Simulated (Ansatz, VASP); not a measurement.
# Two plane-wave programs on Cu

INCAR

```
ALGO = Fast ; EDIFF = 1E-7
ENCUT = 520 ; GGA = PS
ISIF = 2 ; ISMEAR = 0
LASPH = T ; LCHARG = T
LELF = T ; LREAL = F
LVHAR = T ; LWAVE = F
NBANDS = 12 ; NELM = 60
PREC = Accurate ; SIGMA = 0.15
```

Contents of KPOINTS:

```
k-points
0
Gamma
  24 24 24
```

Contents of POSCAR:

```
Cu
1.0
   -1.5149329860      1.5149329860      1.3760814500
    1.5149329860     -1.5149329860      1.3760814500
    1.5149329860      1.5149329860     -1.3760814500
Cu
1
Direct
    0.0000000000      0.0000000000      0.0000000000
```

Input for Ansatz:

```yaml
crystal:
  lattice:
    - [-1.514932986, 1.514932986, 1.37608145]
    - [1.514932986, -1.514932986, 1.37608145]
    - [1.514932986, 1.514932986, -1.37608145]
  atoms:
    - { symbol: Cu, position: [0.0, 0.0, 0.0] }
basis:
  ecutwfc: 420
kpoints:
  mp_grid: { grid: [24, 24, 24] }
hamiltonian:
  xc: pbesol
scf:
  occupations: { method: gaussian, width: 0.15 }
output:
  forces: true
  stress: true
  eigenvalues: true
```

Change from the starting cell: strain +0.050 along x and y, +0.000 along z, atoms carried along.

Alike in both runs: task single point; functional PBEsol; k mesh 24 × 24 × 24; occupations gaussian, width 0.15 eV; no spin polarisation.

|  | VASP | Ansatz |
| --- | --- | --- |
| version | VASP 6.6.1 | Ansatz 0.2.0 |
| potentials or method | VASP PAW PBE potentials, release 64 (Cu), cutoff 520 eV | scalar-relativistic, plane waves, PAW |
| valence electrons in the cell | 11 | 19 |

```tsv
	VASP	Ansatz	Ansatz less VASP
gap on the k mesh at the Fermi level (eV)	none	none	-
pressure (GPa)	-12.7	-13.3	-0.66
traceless stress, the component that is largest in VASP (GPa)	0.11	0.07	-0.039
```

VASP's potentials were made for PBE, not for PBEsol. A gap of «none» marks a metal or a gap that the smearing closes. The functional is the same, so the differences come from potentials, cutoffs and numerics. VASP's potentials hold 11 valence electrons a cell and Ansatz's 19, so a difference there can come from the potentials and not from the codes.
